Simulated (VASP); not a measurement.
A run of VASP 6.6.1:

File INCAR:

```
PREC = Accurate
ENCUT = 520
EDIFF = 1E-6
ISMEAR = 0
SIGMA = 0.1
LREAL = False
LASPH = True
NELM = 100
ALGO = Fast
ISIF = 2
LWAVE = False
LCHARG = False
GGA = PE
NBANDS = 7
```

KPOINTS

```
regular mesh
0
Gamma
  14 14 14
```

Contents of POSCAR:

```
Mg
1.0
   -2.0483307209      2.0483307209      2.0483307209
    2.0483307209     -2.0483307209      2.0483307209
    2.0483307209      2.0483307209     -2.0483307209
Mg
1
Direct
    0.0000000000      0.0000000000      0.0000000000
```

Potentials or basis: VASP PAW PBE potentials, release 64 (Mg).

Run with:

```bash
$ cat potpaw_PBE.64/Mg/POTCAR > POTCAR
$ mpirun -np 1 vasp_std > vasp.out
```

Hardware: 1 thread of AMD EPYC 9R45 96-Core Processor (Zen 5), with other jobs on the host.

Q: How long does it take, and how much memory?

A: Wall time 9.7 s on 1 thread of AMD EPYC 9R45 96-Core Processor (Zen 5) (shared host), peak memory 0.13 GiB. Counts: scf iterations 10, k points 104.
